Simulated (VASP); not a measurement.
# B3P (P1) in VASP: relaxation of cell and atoms with PBE

Aim: the relaxation of cell and atoms of B3P with PBE.

All numbers are computed with VASP 6.6.1; they aren't measurements. Logs are shortened: lines on timing, memory, paths and dates and some standing lists are left out, and cuts for length are marked.

## 1. The cell of the first run

The typed cell holds 4 atoms: a = 4.406 Å, b = 3.423 Å, c = 2.679 Å, α = 72.77°, β = 93.80°, γ = 84.84°.

The cell was built from a structure type or drawn by symmetry, and may not be a known phase.

## 2. Relaxation of cell and atoms, PBE

The input, INCAR:

```
SYSTEM = B3P
PREC     = Accurate       ! precision mode
ENCUT    = 600            ! plane-wave cutoff, eV
EDIFF    = 1E-6           ! SCF threshold, eV
ISMEAR   = 0              ! smearing method
SIGMA    = 0.1            ! smearing width, eV
LREAL    = .False.        ! projectors in reciprocal space
LASPH    = .True.         ! aspherical terms in the spheres
NELM     = 60             ! most SCF steps
ALGO     = Normal         ! electronic algorithm
ISIF     = 3              ! what is computed and relaxed
LWAVE    = .False.        ! write WAVECAR
LCHARG   = .False.        ! write CHGCAR
GGA      = PE             ! functional
IBRION   = 2              ! ionic algorithm
NSW      = 90             ! ionic steps
EDIFFG   = -0.04          ! ionic threshold
```

The input, KPOINTS:

```
Automatic mesh
0
Gamma
  4 6 6
  0 0 0
```

The input, POSCAR:

```
B3P
1.0
    4.4059091962      0.0000000000      0.0000000000
    0.3081417527      3.4095952939      0.0000000000
   -0.1777472640      0.8127669182      2.5467886486
B P
3 1
Direct
    0.4472163920      0.2860161983      0.7727688169
    0.9000423366      0.5639408522      0.5438609644
    0.3841225198      0.4748923206      0.2091027624
    0.2268780843      0.7298372654      0.4795070815
```

Potentials or basis: VASP PAW PBE potentials, release 64 (B, P).

The run is started by

```
> cat potpaw_PBE.64/B/POTCAR potpaw_PBE.64/P/POTCAR > POTCAR
> mpirun -np 1 vasp_std > vasp.out
```

OUTCAR:

```text
SYSTEM = B3P
   PREC = Accurate
   ENCUT = 600
   EDIFF = 1E-6
   ISMEAR = 0
   LREAL = .False.
   LASPH = .True.
   NELM = 60
   ISIF = 3
   GGA = PE
   IBRION = 2
   NSW = 90
   EDIFFG = -0.04

 ion  position               nearest neighbor table
   1  0.447  0.286  0.773-   3 1.45   3 1.52   4 1.67   4 2.51
   2  0.900  0.564  0.544-   4 1.60
   3  0.384  0.475  0.209-   4 1.45   1 1.45   1 1.52   4 1.94
   4  0.227  0.730  0.480-   3 1.45   2 1.60   1 1.67   3 1.94   1 2.51

  LATTYP: Found a triclinic cell.
 ALAT       =     3.6695692077
 B/A-ratio  =     0.7301233215
 C/A-ratio  =     1.2006611531
 COS(alpha) =     0.0663424676
 COS(beta)  =     0.1324103700
 COS(gamma) =     0.4538283914

  Lattice vectors:

 A1 = (  -0.4858890167,  -2.5968283757,   2.5467886486)
 A2 = (  -0.1777472640,   0.8127669182,   2.5467886486)
 A3 = (  -4.4059091962,   0.0000000000,   0.0000000000)

Analysis of symmetry for initial positions (statically):
=====================================================================
 Subroutine PRICEL returns:
 Original cell was already a primitive cell.

 Routine SETGRP: Setting up the symmetry group for a
 triclinic supercell.

 Subroutine GETGRP returns: Found  1 space group operations
 (whereof  1 operations were pure point group operations)
 out of a pool of  2 trial point group operations.

The static configuration has the point symmetry C_1 .

Analysis of symmetry for dynamics (positions and initial velocities):
=====================================================================
 Subroutine PRICEL returns:
 Original cell was already a primitive cell.

 Routine SETGRP: Setting up the symmetry group for a
 triclinic supercell.

 Subroutine GETGRP returns: Found  1 space group operations
 (whereof  1 operations were pure point group operations)
 out of a pool of  2 trial point group operations.

The dynamic configuration has the point symmetry C_1 .

 Subroutine INISYM returns: Found  1 space group operations
 (whereof  1 operations are pure point group operations),
 and found     1 'primitive' translations

----------------------------------------------------------------------------------------

                                     Primitive cell

  volume of cell :      38.2588

  direct lattice vectors                    reciprocal lattice vectors
     4.405909196  0.000000000  0.000000000     0.226967910 -0.020512197  0.022386844
     0.308141753  3.409595294  0.000000000     0.000000000  0.293289940 -0.093598800
    -0.177747264  0.812766918  2.546788649     0.000000000  0.000000000  0.392651350

  length of vectors
     4.405909196  3.423491114  2.679238058     0.228989853  0.307863159  0.392651350

  position of ions in fractional coordinates (direct lattice)
     0.447216392  0.286016198  0.772768817
     0.900042337  0.563940852  0.543860964
     0.384122520  0.474892321  0.209102762
     0.226878084  0.729837265  0.479507082

  ion indices of the primitive-cell ions
   primitive index   ion index
                 1           1
                 2           2
                 3           3
                 4           4

----------------------------------------------------------------------------------------

 KPOINTS: Automatic mesh

Automatic generation of k-mesh.
 Grid dimensions read from file:
 generate k-points for:    4    6    6

 Generating k-lattice:

  Cartesian coordinates                     Fractional coordinates (reciprocal lattice)
     0.056741977 -0.005128049  0.005596711     0.250000000  0.000000000 -0.000000000
     0.000000000  0.048881657 -0.015599800     0.000000000  0.166666667  0.000000000
     0.000000000  0.000000000  0.065441892     0.000000000  0.000000000  0.166666667

  Length of vectors
     0.057247463  0.051310526  0.065441892

  Shift w.r.t. Gamma in fractional coordinates (k-lattice)
     0.000000000  0.000000000  0.000000000

 Subroutine IBZKPT returns following result:
 ===========================================

 Found     76 irreducible k-points:

 Following reciprocal coordinates:
            Coordinates               Weight
  0.000000  0.000000  0.000000      1.000000
  0.250000 -0.000000  0.000000      2.000000
  0.500000 -0.000000  0.000000      1.000000
  0.000000  0.166667  0.000000      2.000000
  0.250000  0.166667 -0.000000      2.000000
  0.500000  0.166667  0.000000      2.000000
[... 16 lines left out ...]
  0.000000  0.333333  0.166667      2.000000
  0.250000  0.333333  0.166667      2.000000
 [... further k-points ...]
   k-points           NKPTS =     76   k-points in BZ     NKDIM =     76   number of bands    NBANDS=     11
   number of dos      NEDOS =    301   number of ions     NIONS =      4
   total plane-waves  NPLWV =  24192
   dimension x,y,z NGX =    36 NGY =   28 NGZ =   24
   dimension x,y,z NGXF=    72 NGYF=   56 NGZF=   48
   ions per type =               3   1
   NGX,Y,Z   is equivalent  to a cutoff of  13.58, 13.60, 14.89 a.u.
   NGXF,Y,Z  is equivalent  to a cutoff of  27.17, 27.19, 29.78 a.u.
 SYSTEM =  B3P
   PREC   = accura    normal or accurate (medium, high low for compatibility)
   ISTART =      0    job   : 0-new  1-cont  2-samecut
   ICHARG =      2    charge: 1-file 2-atom 10-const
   ISPIN  =      1    spin polarized calculation?
   LNONCOLLINEAR =      F non collinear calculations
   LSORBIT =      F    spin-orbit coupling
   LASPH  =      T    aspherical Exc in radial PAW
   ENCUT  =  600.0 eV  44.10 Ry    6.64 a.u.   8.80  6.84  5.35*2*pi/ulx,y,z
   NELM   =     60;   NELMIN=  2; NELMDL= -5     # of ELM steps
   EDIFF  = 0.1E-05   stopping-criterion for ELM
   LREAL  =      F    real-space projection
   EDIFFG = -.4E-01   stopping-criterion for IOM
   NSW    =     90    number of steps for IOM
   IBRION =      2    ionic relax: 0-MD 1-quasi-New 2-CG
   NFREE  =      1    steps in history (QN), initial steepest desc. (CG)
   ISIF   =      3    stress and relaxation
   ISYM   =      2    0-nonsym 1-usesym 2-fastsym
   POTIM  = 0.5000    time-step for ionic-motion
   TEBEG  =    0.0;   TEEND  =   0.0 temperature during run
   PSTRESS=    0.0 pullay stress
   NELECT =      14.0000    total number of electrons
   NUPDOWN=      -1.0000    fix difference up-down
   EMIN   =  10.00;   EMAX   =-10.00  energy-range for DOS
   EFERMI =   0.00;   METHOD = LEGACY
   ISMEAR =     0;   SIGMA  =   0.10  broadening in eV -4-tet -1-fermi 0-gaus
   EFERMI_NEDOS =   21; number of points for ismear=-14 and -15
   IALGO  =     38    algorithm
   IMIX   =      4    mixing-type and parameters
     AMIX     =   0.40;   BMIX     =  1.00
     AMIX_MAG =   1.60;   BMIX_MAG =  1.00
  volume/ion in A,a.u.               =       9.56        64.55
  Fermi-wavevector in a.u.,A,eV,Ry     =   1.170956  2.212785 18.655451  1.371137
  Thomas-Fermi vector in A             =   2.307406
   LORBIT       =      0    0 simple, 1 ext, 2 COOP (PROOUT), +10 PAW based schemes
   GGA     = PE    functional components
   LHFCALC =     F    Hartree Fock is set to
   AEXX    =    0.0000 exact exchange contribution
   IVDW    =     0    specifies the selected vdW correction
   LEPSILON=     F    determine dielectric tensor
   LRPA    =     F    only Hartree local field effects (RPA)
 conjugate gradient relaxation of ions
 non-spin polarized calculation
 Gauss-broadening in eV      SIGMA  =   0.10
  energy-cutoff  :      600.00
  volume of cell :       38.26
 maximum number of plane-waves:      1291
   NGX = 17   NGY = 13   NGZ = 11

--------------------------------------- Ionic step        1  -------------------------------------------

 number of electron      14.0000000 magnetization

 Free energy of the ion-electron system (eV)
  ---------------------------------------------------
  ext. energy  EPLUGINS =         0.00000000
  ---------------------------------------------------
  free energy    TOTEN  =       -13.80482628 eV

  energy without entropy =      -13.79630094  energy(sigma->0) =      -13.80056361

------------------------ aborting loop because EDIFF is reached ----------------------------------------

  FORCE on cell =-STRESS in cart. coord.  units (eV):
  Direction    XX          YY          ZZ          XY          YZ          ZX
  --------------------------------------------------------------------------------------
  -------------------------------------------------------------------------------------
  Total       18.4548227     23.9804794     20.4135197    -10.5974245      8.0769009     -4.7922892
  in kB      772.8392649   1004.2391823    854.8643251   -443.7921678    338.2392915   -200.6884236
  external PRESSURE =     877.3142574 kB  Pullay stress =       0.0000000 kB
[... 775 lines left out ...]
 k-point    24 :       0.2500    0.3333    0.1667
  band No.  band energies     occupation
      1      -8.9357      2.00000
      2      -6.1883      2.00000
      3      -1.8516      2.00000
      4      -0.8620      2.00000
      5      -0.4957      2.00000
      6       2.0671      2.00000
      7       3.5307      0.79383
      8       4.2843      0.00000
      9       5.6432      0.00000
     10       6.8351      0.00000
     11       7.6375      0.00000

 [... further k-points ...]

[... ionic steps 4 to 46 ...]

--------------------------------------- Ionic step       47  -------------------------------------------

 number of electron      14.0000000 magnetization

------------------------ aborting loop because EDIFF is reached ----------------------------------------

  FORCE on cell =-STRESS in cart. coord.  units (eV):
  Direction    XX          YY          ZZ          XY          YZ          ZX
  --------------------------------------------------------------------------------------
  -------------------------------------------------------------------------------------
  Total       -0.1684121     -0.1227108     -0.0667405     -0.0354082     -0.0085445      0.0247761
  in kB       -7.0789966     -5.1579967     -2.8053544     -1.4883394     -0.3591582      1.0414333
  external PRESSURE =      -5.0141159 kB  Pullay stress =       0.0000000 kB
[... 61 lines left out ...]
  energy  without entropy=      -24.4326598624  energy(sigma->0) =      -24.43410067

--------------------------------------- Ionic step       49  -------------------------------------------

 number of electron      14.0000000 magnetization

 Free energy of the ion-electron system (eV)
  ---------------------------------------------------
  ext. energy  EPLUGINS =         0.00000000
  ---------------------------------------------------
  free energy    TOTEN  =       -24.43554684 eV

  energy without entropy =      -24.43265312  energy(sigma->0) =      -24.43409998

 E-fermi :   6.4888     XC(G=0): -11.3053

 val. band max:        6.4248969962   @ k =   0.2500   0.3333   0.1667
 cond. band min:       6.5182289874   @ k =   0.5000   0.1667   0.5000
 fundamental gap:      0.0933319912
 Fermi energy:         6.4888349486

 k-point     1 :       0.0000    0.0000    0.0000
  band No.  band energies     occupation
      1      -8.6019      2.00000
      2      -1.6486      2.00000
      3      -1.2151      2.00000
      4       4.6457      2.00000
      5       5.4218      2.00000
      6       5.5361      2.00000
      7       6.3739      1.89602
      8       8.7334      0.00000
      9      10.5763      0.00000
     10      11.6415      0.00000
     11      13.0472      0.00000
[... 353 lines left out ...]
  FREE ENERGIE OF THE ION-ELECTRON SYSTEM (eV)
  ---------------------------------------------------
  free  energy   TOTEN  =       -24.4355468413 eV

  energy  without entropy=      -24.4326531225  energy(sigma->0) =      -24.43409998

 reached required accuracy - stopping structural energy minimisation
```

Run time: 10 min. Hardware: 1 thread of AMD EPYC 9R45 (Zen 5), shared host; peak memory 0.16 GiB.

Results:

| Property | Result |
| --- | --- |
| Free energy | -24.4355 eV |
| Relaxed volume | 9.50 Å³/atom |
| Relaxed cell | a = 4.350 Å, b = 3.139 Å, c = 3.405 Å, α = 58.67°, β = 102.28°, γ = 106.21° |
| Space group after relaxing (to 0.1 Å) | P1 (No. 1) |
| Pressure after relaxing | 0.1 GPa |
| Largest force after relaxing | 0.037 eV/Å |
| Band gap on the k mesh | zero (bands 7 and 8 overlap by 2.07 eV) |

Forces on the atoms (eV/Å):
```
B   -0.009  0.021  0.027
B    0.017 -0.006  0.003
B   -0.011  0.021 -0.023
P    0.003 -0.036 -0.007
```

Final structure:
```
B P
1.0
     4.27811   -0.76813   -0.17680
    -0.31576    3.06155    0.61851
    -0.40149    1.13017    3.18658
B P
3 1
Direct
  0.52675 0.08681 0.86503
  0.84532 0.47631 0.49974
  0.48521 0.40551 0.15495
  0.10098 0.08606 0.48552
```

Levels at points of the mesh, in eV from the Fermi level:
```tsv
k point	band 5	band 6	band 7	band 8	band 9	band 10
(0.00, 0.00, 0.00)	-1.07	-0.95	-0.11	2.24	4.09	5.15
(0.50, 0.00, 0.00)	-1.46	-0.53	0.27	1.27	4.23	5.46
(0.00, 0.50, 0.00)	-3.87	-3.72	-2.15	-0.50	3.05	4.02
(0.50, 0.50, 0.00)	-3.65	-3.03	-1.63	0.74	3.82	5.33
(0.00, 0.00, 0.50)	-3.02	-2.37	-2.08	-1.37	3.16	5.01
(0.50, 0.00, 0.50)	-3.79	-1.18	0.71	2.64	4.63	5.66
(0.00, 0.50, 0.50)	-3.18	-3.10	-0.44	0.16	3.34	6.52
(0.50, 0.50, 0.50)	-2.72	-2.25	-1.59	0.63	4.22	4.35
```

Caveat: the k points lie up to 0.38 Å⁻¹ apart in the final cell, too coarse for converged energies and pressures of a metal; a cell axis changed by over 15 % at a fixed basis, so the end point is rough.
